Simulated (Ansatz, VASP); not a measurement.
**BN: VASP beside Ansatz**

```
CELL_PARAMETERS angstrom
0.00000 1.81239 1.81239
1.81239 0.00000 1.81239
1.81239 1.81239 0.00000
ATOMIC_POSITIONS crystal
B 0.00000 0.00000 0.00000
N 0.75000 0.75000 0.75000
```

Alike in both runs: functional PBE; k mesh 12 × 12 × 12; occupations gaussian, width 0.02 eV; no spin polarisation.

Ansatz relaxed the structure, and its values are those at the end. VASP's run is a single point on that final structure, the one shown.

|  | VASP | Ansatz |
| --- | --- | --- |
| version | VASP 6.6.1 | Ansatz 0.2.0 |
| potentials or method | VASP PAW PBE potentials, release 64 (B, N), cutoff 520 eV | scalar-relativistic, plane waves, PAW |
| valence electrons in the cell | 8 | 8 |

```csv
,VASP,Ansatz,Ansatz less VASP
gap on the k mesh at the Fermi level (eV),4.45,4.46,+0.011
least direct gap on the mesh (eV),8.78,8.79,+0.010
pressure (GPa),0.2,0.0,-0.20
```
